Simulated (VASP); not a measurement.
Here is a VASP 6.6.1 calculation.

The input INCAR:

```
ALGO = Normal
EDIFF = 1E-6
ENCUT = 520
GGA = PS
ISIF = 2
ISMEAR = 0
LASPH = T
LCHARG = F
LREAL = F
LWAVE = F
NBANDS = 64
NELM = 100
PREC = Accurate
SIGMA = 0.05
```

Contents of KPOINTS:

```
k-points
0
Gamma
  6 6 6
```

Contents of POSCAR:

```
SnO2
1.0
    3.4115606314      1.9696654489      3.9103307957
   -3.4115606314      1.9696654489      3.9103307957
    0.0000000000     -3.9393308977      3.9103307957
Sn O
4 8
Direct
    0.8646807174      0.8646807174      0.8646807174
    0.3648245829      0.3648245829      0.8648190111
    0.3648245829      0.8648190111      0.3648245829
    0.8648190111      0.3648245829      0.3648245829
    0.1235003534      0.6233501671      0.6233501671
    0.6233501671      0.1235003534      0.6233501671
    0.6233501671      0.6233501671      0.1235003534
    0.6062113146      0.6062113146      0.6062113146
    0.1234715296      0.1234715296      0.1234715296
    0.1060883083      0.1060883083      0.6062369573
    0.1060883083      0.6062369573      0.1060883083
    0.6062369573      0.1060883083      0.1060883083
```

Potentials or basis: VASP PAW PBE potentials, release 64 (Sn_d, O).

The run is started by

```sh
$ cat potpaw_PBE.64/Sn_d/POTCAR potpaw_PBE.64/O/POTCAR > POTCAR
$ mpirun -np 1 vasp_std > vasp.out
```

What does it give for the band gap on the k mesh?

0.43 eV.

Predict the largest force.

0.235 eV/Å.

Predict the pressure.

-10.4 GPa.

Stress tensor (GPa, compression positive):
```
-14.68   0.00   0.00
  0.00 -14.68   0.00
  0.00   0.00  -1.92
```

Caveat: the PAW data sets were made with another functional, which shifts forces and pressure a little; spin-orbit coupling is left out, which moves the levels of the heavy elements.
